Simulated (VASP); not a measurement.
# Ge3S (P6_322) in VASP: further runs

Runs on Ge3S. Level: PBE. Tasks: single point, relaxation of cell and atoms.

Program: VASP 6.6.1. These are calculated values, not measurements. Logs are shortened: lines on timing, memory, paths and dates and some standing lists are left out, and cuts for length are marked.

## (1) The cell of the first run

Symmetry: P6_322, No. 182, hexagonal system. The conventional cell has a = 5.784 Å, b = 5.784 Å, c = 5.341 Å, α = 90.00°, β = 90.00°, γ = 120.00°. Ge (site symmetry 2) has 2 S at 2.36 Å within 3.1 Å. Within 3.1 Å of S (site symmetry 32) lie 6 Ge at 2.36 Å.

The cell was built from a structure type or drawn by symmetry, and may not be a known phase.

## (2) Single point, PBE

Input file INCAR:

```
PREC = Accurate ; ENCUT = 520
EDIFF = 1E-6 ; ISMEAR = 0
SIGMA = 0.1 ; LREAL = F
LASPH = T ; NELM = 100
ALGO = Normal ; ISIF = 2
LWAVE = F ; LCHARG = T
GGA = PE ; LELF = T
LVHAR = T ; NBANDS = 58
```

Input file KPOINTS:

```
regular mesh
0
Gamma
  3 3 4
```

Input file POSCAR:

```
Ge3S
1.0
    5.7844607700      0.0000000000      0.0000000000
   -2.8922303800      5.0094899700      0.0000000000
    0.0000000000      0.0000000000      5.3413665600
Ge S
6 2
Direct
    0.0000000000      0.6722354300      0.5000000000
    0.0000000000      0.3277645700      0.0000000000
    0.6722354300      0.6722354300      0.0000000000
    0.6722354300      0.0000000000      0.5000000000
    0.3277645700      0.3277645700      0.5000000000
    0.3277645700      0.0000000000      0.0000000000
    0.6666666700      0.3333333300      0.7500000000
    0.3333333300      0.6666666700      0.2500000000
```

Potentials or basis: VASP PAW PBE potentials, release 64 (Ge_d, S).

Run with:

```console
$ cat potpaw_PBE.64/Ge_d/POTCAR potpaw_PBE.64/S/POTCAR > POTCAR
$ mpirun -np 1 vasp_std > vasp.out
```

OUTCAR:

```text
PREC = Accurate
   ENCUT = 520
   EDIFF = 1E-6
   ISMEAR = 0
   LREAL = F
   LASPH = T
   NELM = 100
   ISIF = 2
   GGA = PE

 ion  position               nearest neighbor table
   1  0.000  0.672  0.500-   8 2.36   7 2.36
   2  0.000  0.328  0.000-   7 2.36   8 2.36
   3  0.672  0.672  0.000-   7 2.36   8 2.36
   4  0.672  0.000  0.500-   7 2.36   8 2.36
   5  0.328  0.328  0.500-   8 2.36   7 2.36
   6  0.328  0.000  0.000-   8 2.36   7 2.36
   7  0.667  0.333  0.750-   4 2.36   2 2.36   1 2.36   6 2.36   3 2.36   5 2.36
   8  0.333  0.667  0.250-   6 2.36   1 2.36   2 2.36   4 2.36   5 2.36   3 2.36

  LATTYP: Found a hexagonal cell.
 ALAT       =     5.7844607700
 C/A-ratio  =     0.9233992195

  Lattice vectors:

 A1 = (   5.7844607700,   0.0000000000,   0.0000000000)
 A2 = (  -2.8922303800,   5.0094899700,   0.0000000000)
 A3 = (   0.0000000000,   0.0000000000,   5.3413665600)

Analysis of symmetry for initial positions (statically):
=====================================================================
 Subroutine PRICEL returns:
 Original cell was already a primitive cell.

 Routine SETGRP: Setting up the symmetry group for a
 hexagonal supercell.

 Subroutine GETGRP returns: Found 12 space group operations
 (whereof  6 operations were pure point group operations)
 out of a pool of 24 trial point group operations.

The static configuration has the point symmetry D_3 .
 The point group associated with its full space group is D_6 .

Analysis of symmetry for dynamics (positions and initial velocities):
=====================================================================
 Subroutine PRICEL returns:
 Original cell was already a primitive cell.

 Routine SETGRP: Setting up the symmetry group for a
 hexagonal supercell.

 Subroutine GETGRP returns: Found 12 space group operations
 (whereof  6 operations were pure point group operations)
 out of a pool of 24 trial point group operations.

The dynamic configuration has the point symmetry D_3 .
 The point group associated with its full space group is D_6 .

 Subroutine INISYM returns: Found 12 space group operations
 (whereof  6 operations are pure point group operations),
 and found     1 'primitive' translations

----------------------------------------------------------------------------------------

                                     Primitive cell

  volume of cell :     154.7778

  direct lattice vectors                    reciprocal lattice vectors
     5.784460770  0.000000000  0.000000000     0.172876961  0.099810560  0.000000000
    -2.892230380  5.009489970  0.000000000     0.000000000  0.199621120  0.000000000
     0.000000000  0.000000000  5.341366560     0.000000000  0.000000000  0.187218007

  length of vectors
     5.784460770  5.784460764  5.341366560     0.199621120  0.199621120  0.187218007

  position of ions in fractional coordinates (direct lattice)
     0.000000000  0.672235430  0.500000000
     0.000000000  0.327764570  0.000000000
     0.672235430  0.672235430  0.000000000
     0.672235430  0.000000000  0.500000000
     0.327764570  0.327764570  0.500000000
     0.327764570  0.000000000  0.000000000
     0.666666670  0.333333330  0.750000000
     0.333333330  0.666666670  0.250000000

  ion indices of the primitive-cell ions
   primitive index   ion index
                 1           1
                 2           2
                 3           3
                 4           4
                 5           5
                 6           6
                 7           7
                 8           8

----------------------------------------------------------------------------------------

 KPOINTS: regular mesh

Automatic generation of k-mesh.
 Grid dimensions read from file:
 generate k-points for:    3    3    4

 Generating k-lattice:

  Cartesian coordinates                     Fractional coordinates (reciprocal lattice)
     0.057625654  0.033270187  0.000000000     0.333333333 -0.000000000  0.000000000
     0.000000000  0.066540373  0.000000000     0.000000000  0.333333333  0.000000000
     0.000000000  0.000000000  0.046804502     0.000000000  0.000000000  0.250000000

  Length of vectors
     0.066540373  0.066540373  0.046804502

  Shift w.r.t. Gamma in fractional coordinates (k-lattice)
     0.000000000  0.000000000  0.000000000

 Subroutine IBZKPT returns following result:
 ===========================================

 Found      9 irreducible k-points:

 Following reciprocal coordinates:
            Coordinates               Weight
  0.000000  0.000000  0.000000      1.000000
  0.333333  0.000000  0.000000      6.000000
  0.333333  0.333333  0.000000      2.000000
  0.000000  0.000000  0.250000      2.000000
  0.333333  0.000000  0.250000     12.000000
  0.333333  0.333333  0.250000      4.000000
  0.000000  0.000000  0.500000      1.000000
  0.333333  0.000000  0.500000      6.000000
  0.333333  0.333333  0.500000      2.000000
   k-points           NKPTS =      9   k-points in BZ     NKDIM =      9   number of bands    NBANDS=     58
   number of dos      NEDOS =    301   number of ions     NIONS =      8
   total plane-waves  NPLWV =  92160
   dimension x,y,z NGX =    48 NGY =   48 NGZ =   40
   dimension x,y,z NGXF=    96 NGYF=   96 NGZF=   80
   ions per type =               6   2
   NGX,Y,Z   is equivalent  to a cutoff of  13.80, 13.80, 12.45 a.u.
   NGXF,Y,Z  is equivalent  to a cutoff of  27.59, 27.59, 24.90 a.u.
 SYSTEM =  unknown system
   PREC   = accura    normal or accurate (medium, high low for compatibility)
   ISTART =      0    job   : 0-new  1-cont  2-samecut
   ICHARG =      2    charge: 1-file 2-atom 10-const
   ISPIN  =      1    spin polarized calculation?
   LNONCOLLINEAR =      F non collinear calculations
   LSORBIT =      F    spin-orbit coupling
   LASPH  =      T    aspherical Exc in radial PAW
   ENCUT  =  520.0 eV  38.22 Ry    6.18 a.u.  10.76 10.76  9.93*2*pi/ulx,y,z
   NELM   =    100;   NELMIN=  2; NELMDL= -5     # of ELM steps
   EDIFF  = 0.1E-05   stopping-criterion for ELM
   LREAL  =      F    real-space projection
   EDIFFG = 0.1E-04   stopping-criterion for IOM
   NSW    =      0    number of steps for IOM
   IBRION =     -1    ionic relax: 0-MD 1-quasi-New 2-CG
   NFREE  =      0    steps in history (QN), initial steepest desc. (CG)
   ISIF   =      2    stress and relaxation
   ISYM   =      2    0-nonsym 1-usesym 2-fastsym
   POTIM  = 0.5000    time-step for ionic-motion
   TEBEG  =    0.0;   TEEND  =   0.0 temperature during run
   PSTRESS=    0.0 pullay stress
   NELECT =      96.0000    total number of electrons
   NUPDOWN=      -1.0000    fix difference up-down
   EMIN   =  10.00;   EMAX   =-10.00  energy-range for DOS
   EFERMI =   0.00;   METHOD = LEGACY
   ISMEAR =     0;   SIGMA  =   0.10  broadening in eV -4-tet -1-fermi 0-gaus
   EFERMI_NEDOS =   21; number of points for ismear=-14 and -15
   IALGO  =     38    algorithm
   IMIX   =      4    mixing-type and parameters
     AMIX     =   0.40;   BMIX     =  1.00
     AMIX_MAG =   1.60;   BMIX_MAG =  1.00
  volume/ion in A,a.u.               =      19.35       130.56
  Fermi-wavevector in a.u.,A,eV,Ry     =   1.396140  2.638322 26.520572  1.949207
  Thomas-Fermi vector in A             =   2.519523
   LORBIT       =      0    0 simple, 1 ext, 2 COOP (PROOUT), +10 PAW based schemes
   GGA     = PE    functional components
   LHFCALC =     F    Hartree Fock is set to
   AEXX    =    0.0000 exact exchange contribution
   IVDW    =     0    specifies the selected vdW correction
   LEPSILON=     F    determine dielectric tensor
   LRPA    =     F    only Hartree local field effects (RPA)
 non-spin polarized calculation
 Gauss-broadening in eV      SIGMA  =   0.10
  energy-cutoff  :      520.00
  volume of cell :      154.78
 maximum number of plane-waves:      4208
 NGX is ok and might be reduce to    48
   NGX = 21   NGY = 21   NGZ = 19

 number of electron      95.9999947 magnetization

 Free energy of the ion-electron system (eV)
  ---------------------------------------------------
  ext. energy  EPLUGINS =         0.00000000
  ---------------------------------------------------
  free energy    TOTEN  =       -29.96523065 eV

  energy without entropy =      -29.96013130  energy(sigma->0) =      -29.96268097

 E-fermi :   6.4677     XC(G=0): -10.7470

 val. band max:        6.3580494576   @ k =   0.3333   0.0000   0.0000
 cond. band min:       6.5307726894   @ k =   0.0000   0.0000   0.5000
 fundamental gap:      0.1727232318
 Fermi energy:         6.4676744725

 k-point     1 :       0.0000    0.0000    0.0000
  band No.  band energies     occupation
      1     -18.3806      2.00000
      2     -18.3590      2.00000
      3     -18.3409      2.00000
      4     -18.3409      2.00000
      5     -18.3277      2.00000
      6     -18.3277      2.00000
[... 50 lines left out ...]
     57      11.0377      0.00000
     58      11.0394      0.00000

 k-point     2 :       0.3333    0.0000    0.0000
  band No.  band energies     occupation
      1     -18.3744      2.00000
      2     -18.3637      2.00000
      3     -18.3467      2.00000
      4     -18.3410      2.00000
      5     -18.3292      2.00000
      6     -18.3289      2.00000
[... 50 lines left out ...]
     57      10.7952      0.00000
     58      11.1872      0.00000

 k-point     3 :       0.3333    0.3333    0.0000
  band No.  band energies     occupation
      1     -18.3683      2.00000
      2     -18.3683      2.00000
      3     -18.3524      2.00000
      4     -18.3370      2.00000
      5     -18.3370      2.00000
      6     -18.3273      2.00000
[... 50 lines left out ...]
     57      10.1570      0.00000
     58      10.7123      0.00000

 k-point     4 :       0.0000    0.0000    0.2500
  band No.  band energies     occupation
      1     -18.3713      2.00000
      2     -18.3542      2.00000
      3     -18.3501      2.00000
      4     -18.3400      2.00000
      5     -18.3356      2.00000
      6     -18.3264      2.00000
[... 50 lines left out ...]
     57      10.2922      0.00000
     58      10.9791      0.00000

 k-point     5 :       0.3333    0.0000    0.2500
  band No.  band energies     occupation
      1     -18.3726      2.00000
      2     -18.3633      2.00000
      3     -18.3458      2.00000
      4     -18.3365      2.00000
      5     -18.3343      2.00000
      6     -18.3274      2.00000
[... 50 lines left out ...]
     57      10.5352      0.00000
     58      11.1814      0.00000

 k-point     6 :       0.3333    0.3333    0.2500
  band No.  band energies     occupation
      1     -18.3754      2.00000
      2     -18.3629      2.00000
      3     -18.3466      2.00000
      4     -18.3384      2.00000
      5     -18.3369      2.00000
      6     -18.3248      2.00000
[... 50 lines left out ...]
     57       9.8701      0.00000
     58      10.4582      0.00000

 k-point     7 :       0.0000    0.0000    0.5000
  band No.  band energies     occupation
      1     -18.3534      2.00000
      2     -18.3534      2.00000
      3     -18.3504      2.00000
      4     -18.3504      2.00000
      5     -18.3322      2.00000
      6     -18.3322      2.00000
[... 50 lines left out ...]
     57      11.0923      0.00000
     58      11.0934      0.00000

 k-point     8 :       0.3333    0.0000    0.5000
  band No.  band energies     occupation
      1     -18.3677      2.00000
      2     -18.3677      2.00000
      3     -18.3377      2.00000
      4     -18.3377      2.00000
      5     -18.3313      2.00000
      6     -18.3313      2.00000
[... 50 lines left out ...]
     57      10.3139      0.00000
     58      10.3139      0.00000

 k-point     9 :       0.3333    0.3333    0.5000
  band No.  band energies     occupation
      1     -18.3717      2.00000
      2     -18.3717      2.00000
      3     -18.3346      2.00000
      4     -18.3346      2.00000
      5     -18.3328      2.00000
      6     -18.3328      2.00000
[... 50 lines left out ...]
     57      11.3933      0.00000
     58      11.3972      0.00000

------------------------ aborting loop because EDIFF is reached ----------------------------------------

  FORCE on cell =-STRESS in cart. coord.  units (eV):
  Direction    XX          YY          ZZ          XY          YZ          ZX
  --------------------------------------------------------------------------------------
  -------------------------------------------------------------------------------------
  Total       12.9193278     12.9193278     11.5626380      0.0000000      0.0000000      0.0000000
  in kB      133.7339668    133.7339666    119.6902398      0.0000001      0.0000000      0.0000000
  external PRESSURE =     129.0527244 kB  Pullay stress =       0.0000000 kB

 VOLUME and BASIS-vectors are now :
 -----------------------------------------------------------------------------
  energy-cutoff  :      520.00
  volume of cell :      154.78
      direct lattice vectors                 reciprocal lattice vectors
     5.784460770  0.000000000  0.000000000     0.172876961  0.099810560  0.000000000
    -2.892230380  5.009489970  0.000000000     0.000000000  0.199621120  0.000000000
     0.000000000  0.000000000  5.341366560     0.000000000  0.000000000  0.187218007

 POSITION                                       TOTAL-FORCE (eV/Angst)
 -----------------------------------------------------------------------------------
     -1.94426      3.36756      2.67068        -0.820011      1.420300      0.000000
     -0.94797      1.64193      0.00000         0.820011     -1.420300      0.000000
      1.94426      3.36756      0.00000         0.820011      1.420300      0.000000
      3.88852      0.00000      2.67068         1.640021     -0.000000      0.000000
      0.94797      1.64193      2.67068        -0.820011     -1.420300      0.000000
      1.89594      0.00000      0.00000        -1.640021     -0.000000      0.000000
      2.89223      1.66983      4.00602         0.000000     -0.000000     -0.000000
     -0.00000      3.33966      1.33534         0.000000     -0.000000      0.000000
 -----------------------------------------------------------------------------------
    total drift:                                0.000019     -0.000027      0.000003

  FREE ENERGIE OF THE ION-ELECTRON SYSTEM (eV)
  ---------------------------------------------------
  free  energy   TOTEN  =       -29.9652306493 eV

  energy  without entropy=      -29.9601312995  energy(sigma->0) =      -29.96268097
```

Run time: 39 s. Hardware: 1 thread of Intel Xeon 6975P-C (Granite Rapids), shared host; peak memory 0.3 GiB.

What came out:

* Free energy: -29.9652 eV
* Pressure: 12.9 GPa
* Largest force: 1.640 eV/Å
* Band gap on the k mesh: zero (bands 48 and 49 overlap by 0.61 eV)

Forces in eV/Å, atoms in the order of the input:
```
Ge  -0.820  1.420  0.000
Ge   0.820 -1.420  0.000
Ge   0.820  1.420  0.000
Ge   1.640  0.000  0.000
Ge  -0.820 -1.420  0.000
Ge  -1.640  0.000  0.000
S    0.000  0.000  0.000
S    0.000  0.000  0.000
```

Stress tensor (GPa, compression positive):
```
13.37  0.00  0.00
 0.00 13.37  0.00
 0.00  0.00 11.97
```

Caveat: the k points lie up to 0.42 Å⁻¹ apart, too coarse for converged energies and pressures of a metal; forces of over 1 eV/Å act on the atoms, so gaps and moduli don't describe the material at rest.

[end of part 1 of 2]
